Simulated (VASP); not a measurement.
Here is a VASP 6.6.1 calculation.

Contents of INCAR:

```
SYSTEM = CaSn2
ALGO = Fast
EDIFF = 1E-6
EDIFFG = -0.04
ENCUT = 600
GGA = PE
IBRION = 2
ISIF = 3
ISMEAR = 0
LASPH = .TRUE.
LCHARG = .FALSE.
LREAL = .FALSE.
LWAVE = .FALSE.
NELM = 60
NSW = 90
PREC = Accurate
SIGMA = 0.1
```

Contents of KPOINTS:

```
k-points
0
G
  4 4 4
  0 0 0
```

Contents of POSCAR:

```
CaSn2
1.0
    0.0000000000      3.3908543494      3.3908543494
    3.3908543494      0.0000000000      3.3908543494
    3.3908543494      3.3908543494      0.0000000000
Ca Sn
1 2
Direct
    0.0000000000      0.0000000000      0.0000000000
    0.2500000000      0.2500000000      0.2500000000
    0.7500000000      0.7500000000      0.7500000000
```

Potentials or basis: VASP PAW PBE potentials, release 64 (Ca_sv, Sn_d).

The run is started by

```console
$ cat potpaw_PBE.64/Ca_sv/POTCAR potpaw_PBE.64/Sn_d/POTCAR > POTCAR
$ mpirun -np 1 vasp_std > vasp.out
```

Estimate the relaxed cell.

a = 5.163 Å, b = 5.163 Å, c = 5.163 Å, α = 60.00°, β = 60.00°, γ = 60.00°.

Estimate the band gap on the k mesh.

zero (bands 19 and 20 overlap by 0.15 eV).

Predict the relaxed volume.

32.43 Å³/atom.

Predict the space group after relaxing (to 0.1 Å).

Fm-3m (No. 225).

Final structure:
```xyz
3
Lattice="0.0000 3.6505 3.6505 3.6505 0.0000 3.6505 3.6505 3.6505 0.0000" Properties=species:S:1:pos:R:3 pbc="T T T"
Ca    0.0000    0.0000    0.0000
Sn    1.8252    1.8252    1.8252
Sn    5.4757    5.4757    5.4757
```

Caveat: the k points lie up to 0.37 Å⁻¹ apart in the final cell; the volume moved by over 15 % at a fixed basis, so the end points are rough; spin-orbit coupling is left out, which moves the levels of the heavy elements.
